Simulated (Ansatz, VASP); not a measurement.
# MgH2 in VASP and in Ansatz

File INCAR:

```
SYSTEM = MgH2
ALGO     = Normal         ! electronic algorithm
EDIFF    = 1E-7           ! SCF threshold, eV
EDIFFG   = -0.08          ! ionic threshold
ENCUT    = 840            ! plane-wave cutoff, eV
GGA      = PE             ! functional
GGA_COMPAT= .False.      
IBRION   = 2              ! ionic algorithm
ISIF     = 3              ! what is computed and relaxed
ISMEAR   = 0              ! smearing method
LASPH    = .True.         ! aspherical terms in the spheres
LCHARG   = .False.        ! write CHGCAR
LREAL    = .False.        ! projectors in reciprocal space
LWAVE    = .False.        ! write WAVECAR
NELM     = 120            ! most SCF steps
NELMIN   = 4            
NSW      = 36             ! ionic steps
PREC     = Accurate       ! precision mode
SIGMA    = 0.15           ! smearing width, eV
```

Contents of KPOINTS:

```
k-points
0
Gamma
  5 5 5
  0 0 0
```

File POSCAR:

```
MgH2
1.0
    0.0000000000      2.6101326100      2.6101326100
    2.6101326100      0.0000000000      2.6101326100
    2.6101326100      2.6101326100      0.0000000000
Mg H
1 2
Direct
    0.2500000000      0.2500000000      0.2500000000
    0.0000000000      0.0000000000      0.0000000000
    0.7500000000      0.7500000000      0.7500000000
```

Input for Ansatz:

```yaml
crystal:
  lattice:
    - [0.0, 2.61013261, 2.61013261]
    - [2.61013261, 0.0, 2.61013261]
    - [2.61013261, 2.61013261, 0.0]
  atoms:
    - { symbol: Mg, position: [0.25, 0.25, 0.25] }
    - { symbol: H, position: [0.0, 0.0, 0.0] }
    - { symbol: H, position: [0.75, 0.75, 0.75] }
basis:
  ecutwfc: 420
kpoints:
  mp_grid: { grid: [5, 5, 5] }
hamiltonian:
  xc: pbe
scf:
  occupations: { method: gaussian, width: 0.15 }
  lower_state_search: "off"
output:
  forces: true
  stress: true
  eigenvalues: true
relax:
  adjacent_minimum: "off"
  f_tol: 0.08
  max_steps: 16
  cell: { stress_tol: 0.8 }
```

Alike in both runs: task relaxation of cell and atoms; functional PBE; k mesh 5 × 5 × 5; occupations gaussian, width 0.15 eV; no spin polarisation.

|  | VASP | Ansatz |
| --- | --- | --- |
| version | VASP 6.6.1 | Ansatz 0.2.0 |
| potentials or method | VASP PAW PBE potentials, release 64 (Mg_sv, H), cutoff 840 eV | scalar-relativistic, plane waves, PAW |
| valence electrons in the cell | 12 | 12 |

```tsv
	VASP	Ansatz	Ansatz less VASP
gap on the k mesh at the Fermi level, each at its own relaxed structure (eV)	none	none	-
relaxed volume (Å³/atom)	8.63	8.46	-0.164
relaxed length of the cell vector where the two differ most in proportion (Å)	3.320	3.299	-0.0212
```

A gap of «none» marks a metal or a gap that the smearing closes.

The k mesh is coarse, so the values compare programs but aren't converged. Noted on VASP's run: the volume moved by over 15 % at a fixed basis, so the end points are rough.
